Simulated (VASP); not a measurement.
Input of a VASP 6.6.1 run:

File INCAR:

```
SYSTEM = Al
PREC = Accurate
ENCUT = 520
EDIFF = 1E-7
ISMEAR = -1
SIGMA = 0.05
LREAL = .False.
LASPH = .True.
NELM = 60
ALGO = Normal
ISIF = 2
LWAVE = .False.
LCHARG = .True.
GGA = PS
LELF = .True.
LVHAR = .True.
NBANDS = 10
```

Contents of KPOINTS:

```
Automatic mesh
0
Gamma
  8 8 8
  0 0 0
```

The input POSCAR:

```
Al
1.0
    0.0000000000      2.5945904218      2.5945904218
    2.5945904218      0.0000000000      2.5945904218
    2.5945904218      2.5945904218      0.0000000000
Al
2
Direct
    0.0000000000      0.0000000000      0.0000000000
    0.2500000000      0.2500000000      0.2500000000
```

Potentials or basis: VASP PAW PBE potentials, release 64 (Al).

Command:

```bash
$ cat potpaw_PBE.64/Al/POTCAR > POTCAR
$ mpirun -np 1 vasp_std > vasp.out
```

Question: What does it give for the pressure?

Answer: 40.3 GPa.

Question: What does it give for the band gap on the k mesh?

Answer: Zero (band 3 reaches 9.49 eV, above the bottom of band 4 at 3.89 eV).

Caveat: the PAW data sets were made with another functional, which shifts forces and pressure a little.
